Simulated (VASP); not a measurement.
# Os (P-1) in VASP: single point with PBE

Aim: the single point of Os with PBE.

Program: VASP 6.6.1. These are calculated values, not measurements. Logs are shortened: lines on timing, memory, paths and dates and some standing lists are left out, and cuts for length are marked.

## 1. The cell of the first run

The typed cell holds 2 atoms: a = 4.012 Å, b = 4.001 Å, c = 5.421 Å, α = 93.84°, β = 89.63°, γ = 120.38°.

## 2. Single point, PBE

The input, INCAR:

```
ALGO = Normal
EDIFF = 1E-6
ENCUT = 600
GGA = PE
GGA_COMPAT = F
ISIF = 2
ISMEAR = -1
LASPH = T
LCHARG = F
LREAL = F
LWAVE = F
NBANDS = 15
NELM = 120
PREC = Accurate
SIGMA = 0.15
```

The input, KPOINTS:

```
Automatic mesh
0
Gamma
  2 2 1
  0.5 0.5 0
```

The input, POSCAR:

```
Os
1.0
    4.0118110000     -0.0098440000      0.0126080000
   -2.0144310000      3.4545150000     -0.1338330000
    0.0171630000     -0.2004510000      5.4170950000
Os
2
Direct
    0.6522820117      0.6728230582      0.0312377990
    0.9567619883      1.3776369418      0.0203332010
```

Potentials or basis: VASP PAW PBE potentials, release 64 (Os).

Started as:

```
cat potpaw_PBE.64/Os/POTCAR > POTCAR
mpirun -np 1 vasp_std > vasp.out
```

OUTCAR:

```text
EDIFF = 1E-6
   ENCUT = 600
   GGA = PE
   ISIF = 2
   ISMEAR = -1
   LASPH = T
   LREAL = F
   NELM = 120
   PREC = Accurate

 ion  position               nearest neighbor table
   1  0.652  0.673  0.031-   2 2.08   2 2.42   2 2.45
   2  0.957  0.378  0.020-   1 2.08   1 2.42   1 2.45

  LATTYP: Found a triclinic cell.
 ALAT       =     4.0011894995
 B/A-ratio  =     2.1136041384
 C/A-ratio  =     1.0026625556
 COS(alpha) =     0.0000120863
 COS(beta)  =     0.5056776365
 COS(gamma) =     0.6634537647

  Lattice vectors:

 A1 = (   2.0144310000,  -3.4545150000,   0.1338330000)
 A2 = (  -0.0001120000,  -6.6987350000,  -5.1620370000)
 A3 = (   4.0118110000,  -0.0098440000,   0.0126080000)

Analysis of symmetry for initial positions (statically):
=====================================================================
 Subroutine PRICEL returns:
 Original cell was already a primitive cell.

 Routine SETGRP: Setting up the symmetry group for a
 triclinic supercell.

 Subroutine GETGRP returns: Found  2 space group operations
 (whereof  1 operations were pure point group operations)
 out of a pool of  2 trial point group operations.

The static configuration has the point symmetry C_1 .
 The point group associated with its full space group is S_2 .

Analysis of symmetry for dynamics (positions and initial velocities):
=====================================================================
 Subroutine PRICEL returns:
 Original cell was already a primitive cell.

 Routine SETGRP: Setting up the symmetry group for a
 triclinic supercell.

 Subroutine GETGRP returns: Found  2 space group operations
 (whereof  1 operations were pure point group operations)
 out of a pool of  2 trial point group operations.

The dynamic configuration has the point symmetry C_1 .
 The point group associated with its full space group is S_2 .

 Subroutine INISYM returns: Found  2 space group operations
 (whereof  1 operations are pure point group operations),
 and found     1 'primitive' translations

----------------------------------------------------------------------------------------

                                     Primitive cell

  volume of cell :      74.8641

  direct lattice vectors                    reciprocal lattice vectors
     4.011811000 -0.009844000  0.012608000     0.249607114  0.145731650  0.004601737
    -2.014431000  3.454515000 -0.133833000     0.000678544  0.290287980  0.010739496
     0.017163000 -0.200451000  5.417095000    -0.000564183  0.006832578  0.184855403

  length of vectors
     4.011842889  4.001189499  5.420829587     0.289071965  0.290487363  0.184982492

  position of ions in fractional coordinates (direct lattice)
     0.652282012  0.672823058  0.031237799
     0.956761988  0.377636942  0.020333201

  ion indices of the primitive-cell ions
   primitive index   ion index
                 1           1
                 2           2

----------------------------------------------------------------------------------------

 KPOINTS: Automatic mesh

Automatic generation of k-mesh.
 Grid dimensions read from file:
 generate k-points for:    2    2    1

 Generating k-lattice:

  Cartesian coordinates                     Fractional coordinates (reciprocal lattice)
     0.124803557  0.072865825  0.002300869     0.500000000 -0.000000000  0.000000000
     0.000339272  0.145143990  0.005369748     0.000000000  0.500000000  0.000000000
    -0.000564183  0.006832578  0.184855403    -0.000000000 -0.000000000  1.000000000

  Length of vectors
     0.144535983  0.145243682  0.184982492

  Shift w.r.t. Gamma in fractional coordinates (k-lattice)
     0.500000000  0.500000000  0.000000000

 Subroutine IBZKPT returns following result:
 ===========================================

 Found      2 irreducible k-points:

 Following reciprocal coordinates:
            Coordinates               Weight
  0.250000  0.250000  0.000000      2.000000
 -0.250000  0.250000 -0.000000      2.000000
   k-points           NKPTS =      2   k-points in BZ     NKDIM =      2   number of bands    NBANDS=     15
   number of dos      NEDOS =    301   number of ions     NIONS =      2
   total plane-waves  NPLWV =  49152
   dimension x,y,z NGX =    32 NGY =   32 NGZ =   48
   dimension x,y,z NGXF=    64 NGYF=   64 NGZF=   96
   ions per type =               2
   NGX,Y,Z   is equivalent  to a cutoff of  13.26, 13.30, 14.72 a.u.
   NGXF,Y,Z  is equivalent  to a cutoff of  26.52, 26.59, 29.44 a.u.
 SYSTEM =  unknown system
   PREC   = accura    normal or accurate (medium, high low for compatibility)
   ISTART =      0    job   : 0-new  1-cont  2-samecut
   ICHARG =      2    charge: 1-file 2-atom 10-const
   ISPIN  =      1    spin polarized calculation?
   LNONCOLLINEAR =      F non collinear calculations
   LSORBIT =      F    spin-orbit coupling
   LASPH  =      T    aspherical Exc in radial PAW
   ENCUT  =  600.0 eV  44.10 Ry    6.64 a.u.   8.01  7.99 10.83*2*pi/ulx,y,z
   NELM   =    120;   NELMIN=  2; NELMDL= -5     # of ELM steps
   EDIFF  = 0.1E-05   stopping-criterion for ELM
   LREAL  =      F    real-space projection
   EDIFFG = 0.1E-04   stopping-criterion for IOM
   NSW    =      0    number of steps for IOM
   IBRION =     -1    ionic relax: 0-MD 1-quasi-New 2-CG
   NFREE  =      0    steps in history (QN), initial steepest desc. (CG)
   ISIF   =      2    stress and relaxation
   ISYM   =      2    0-nonsym 1-usesym 2-fastsym
   POTIM  = 0.5000    time-step for ionic-motion
   TEBEG  =    0.0;   TEEND  =   0.0 temperature during run
   PSTRESS=    0.0 pullay stress
   NELECT =      16.0000    total number of electrons
   NUPDOWN=      -1.0000    fix difference up-down
   EMIN   =  10.00;   EMAX   =-10.00  energy-range for DOS
   EFERMI =   0.00;   METHOD = LEGACY
   ISMEAR =    -1;   SIGMA  =   0.15  broadening in eV -4-tet -1-fermi 0-gaus
   EFERMI_NEDOS =   21; number of points for ismear=-14 and -15
   IALGO  =     38    algorithm
   IMIX   =      4    mixing-type and parameters
     AMIX     =   0.40;   BMIX     =  1.00
     AMIX_MAG =   1.60;   BMIX_MAG =  1.00
  volume/ion in A,a.u.               =      37.43       252.60
  Fermi-wavevector in a.u.,A,eV,Ry     =   0.978792  1.849648 13.034835  0.958033
  Thomas-Fermi vector in A             =   2.109595
   LORBIT       =      0    0 simple, 1 ext, 2 COOP (PROOUT), +10 PAW based schemes
   GGA     = PE    functional components
   LHFCALC =     F    Hartree Fock is set to
   AEXX    =    0.0000 exact exchange contribution
   IVDW    =     0    specifies the selected vdW correction
   LEPSILON=     F    determine dielectric tensor
   LRPA    =     F    only Hartree local field effects (RPA)
 non-spin polarized calculation
  energy-cutoff  :      600.00
  volume of cell :       74.86
 maximum number of plane-waves:      2504
   NGX = 17   NGY = 15   NGZ = 21

 number of electron      16.0000002 magnetization

 Free energy of the ion-electron system (eV)
  ---------------------------------------------------
  ext. energy  EPLUGINS =         0.00000000
  ---------------------------------------------------
  free energy    TOTEN  =       -15.98391079 eV

  energy without entropy =      -15.71798082  energy(sigma->0) =      -15.85094581

 E-fermi :   0.2819     XC(G=0):  -7.8909

 val. band max:        0.1457935294   @ k =   0.2500   0.2500   0.0000
 cond. band min:       0.4366420923   @ k =  -0.2500   0.2500  -0.0000
 fundamental gap:      0.2908485629
 Fermi energy:         0.2818777235

 k-point     1 :       0.2500    0.2500    0.0000
  band No.  band energies     occupation
      1      -5.4078      2.00000
      2      -4.9614      2.00000
      3      -4.2799      2.00000
      4      -2.6160      2.00000
      5      -1.8326      2.00000
      6      -1.5795      1.99999
      7      -1.4651      1.99998
      8      -0.4187      1.98144
      9       0.1458      1.42487
     10       1.5829      0.00034
     11       2.6101      0.00000
     12       3.6759      0.00000
     13       5.2985      0.00000
     14       6.2527      0.00000
     15       8.4046      0.00000

 k-point     2 :      -0.2500    0.2500   -0.0000
  band No.  band energies     occupation
      1      -5.6517      2.00000
      2      -4.6749      2.00000
      3      -4.5410      2.00000
      4      -3.8637      2.00000
      5      -2.4498      2.00000
      6      -2.0529      2.00000
      7      -0.1573      1.89842
      8       0.4366      0.52549
      9       0.6817      0.13010
     10       0.8766      0.03723
     11       1.3073      0.00215
     12       4.8889      0.00000
     13       6.6767      0.00000
     14       7.2250      0.00000
     15       8.8435      0.00000

------------------------ aborting loop because EDIFF is reached ----------------------------------------

  FORCE on cell =-STRESS in cart. coord.  units (eV):
  Direction    XX          YY          ZZ          XY          YZ          ZX
  --------------------------------------------------------------------------------------
  -------------------------------------------------------------------------------------
  Total        6.5660971      3.2027761     -1.8751068     -1.8722712      0.1604224     -0.1813706
  in kB      140.5220068     68.5430816    -40.1294362    -40.0687507      3.4332231     -3.8815391
  external PRESSURE =      56.3118840 kB  Pullay stress =       0.0000000 kB

 VOLUME and BASIS-vectors are now :
 -----------------------------------------------------------------------------
  energy-cutoff  :      600.00
  volume of cell :       74.86
      direct lattice vectors                 reciprocal lattice vectors
     4.011811000 -0.009844000  0.012608000     0.249607114  0.145731650  0.004601737
    -2.014431000  3.454515000 -0.133833000     0.000678544  0.290287980  0.010739496
     0.017163000 -0.200451000  5.417095000    -0.000564183  0.006832578  0.184855403

 POSITION                                       TOTAL-FORCE (eV/Angst)
 -----------------------------------------------------------------------------------
      1.26201      2.31159      0.08740        -4.448852      2.783515      1.796677
      3.07797      1.29106      0.07167         4.448852     -2.783515     -1.796677
 -----------------------------------------------------------------------------------
    total drift:                               -0.000000     -0.000000     -0.000000

  FREE ENERGIE OF THE ION-ELECTRON SYSTEM (eV)
  ---------------------------------------------------
  free  energy   TOTEN  =       -15.9839107939 eV

  energy  without entropy=      -15.7179808200  energy(sigma->0) =      -15.85094581
```

It took 4.8 s on 1 thread of Intel Xeon Platinum 8375C at 2.90GHz (Ice Lake), shared host; peak memory 0.2 GiB.

What came out:

- Free energy: -15.9839 eV
- Pressure: 5.6 GPa
- Largest force: 5.547 eV/Å
- Band gap on the k mesh: zero (bands 8 and 9 overlap by 0.29 eV)

Forces in eV/Å, atoms in the order of the input:
```
Os  -4.449  2.784  1.797
Os   4.449 -2.784 -1.797
```

Stress tensor (GPa, compression positive):
```
14.05 -4.01 -0.39
-4.01  6.85  0.34
-0.39  0.34 -4.01
```

Caveat: the k points lie up to 1.16 Å⁻¹ apart; spin-orbit coupling is left out, which moves the levels of the heavy elements; forces of over 1 eV/Å act on the atoms, so gaps and moduli don't describe the material at rest.
